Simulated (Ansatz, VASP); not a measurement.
# PbI2: VASP beside Ansatz

```xyz
3
Lattice="4.6834 0.0000 0.0000 -2.3417 4.0559 0.0000 0.0000 0.0000 6.5997" Properties=species:S:1:pos:R:3 pbc="T T T"
Pb    0.0000    0.0000    0.0000
I     0.0000    2.7039    1.7489
I     2.3417    1.3520    4.8508
```

Alike in both runs: task single point; functional r2SCAN; k mesh 6 × 6 × 4; occupations gaussian, width 0.05 eV; no spin polarisation.

|  | VASP | Ansatz |
| --- | --- | --- |
| version | VASP 6.6.1 | Ansatz 0.2.0 |
| potentials or method | VASP PAW PBE potentials, release 64 (Pb_d, I), cutoff 550 eV | scalar-relativistic, plane waves, PAW |
| valence electrons in the cell | 28 | 48 |

VASP gave:

| Property | Result |
| --- | --- |
| gap on the k mesh at the Fermi level (eV) | 2.34 |
| least direct gap on the mesh (eV) | 2.50 |
| pressure (GPa) | 1.3 |
| traceless stress, the component that is largest in VASP (GPa) | 0.71 |
| rms of the force components (eV/Å) | 0.074 |

Task: Which values does Ansatz return?

Result: gap on the k mesh at the Fermi level (eV): 2.34; least direct gap on the mesh (eV): 2.50; pressure (GPa): 1.3; traceless stress, the component that is largest in VASP (GPa): 0.71; rms of the force components (eV/Å): 0.072.

VASP's potentials were made for PBE, not for r2SCAN. Atom by atom the forces differ by 0.002 eV/Å (rms over components). The functional is the same, so the differences come from potentials, cutoffs and numerics. VASP's potentials hold 28 valence electrons a cell and Ansatz's 48, so a difference there can come from the potentials and not from the codes.

Neither program's run includes spin-orbit coupling.
